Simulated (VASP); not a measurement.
Here is a VASP 6.6.1 calculation.

File INCAR:

```
ALGO = Fast ; EDIFF = 1E-6
ENCUT = 520 ; GGA = PE
ISIF = 2 ; ISMEAR = 0
ISPIN = 2 ; LASPH = True
LCHARG = False ; LMAXMIX = 4
LORBIT = 11 ; LREAL = False
LWAVE = False ; MAGMOM = 0 1.13
NBANDS = 22 ; NELM = 150
PREC = Accurate ; SIGMA = 0.05
```

The input KPOINTS:

```
k-points
0
Gamma
  16 16 16
```

File POSCAR:

```
TiCo
1.0
    3.0254064304      0.0000000000      0.0000000000
    0.0000000000      3.0254064304      0.0000000000
    0.0000000000      0.0000000000      3.0254064304
Ti Co
1 1
Direct
    0.0000000000      0.0000000000      0.0000000000
    0.5000000000      0.5000000000      0.5000000000
```

Potentials or basis: VASP PAW PBE potentials, release 64 (Ti_sv, Co).

Command:

```sh
$ cat potpaw_PBE.64/Ti_sv/POTCAR potpaw_PBE.64/Co/POTCAR > POTCAR
$ mpirun -np 1 vasp_std > vasp.out
```

(1) Predict the net moment.

(2) What does it give for the pressure?

(3) Estimate the site moments.

Results:

(1) 0.90 μB per cell.

(2) -6.4 GPa.

(3) Ti -0.06; Co +1.03 μB.

Caveat: the cell stands under tension.
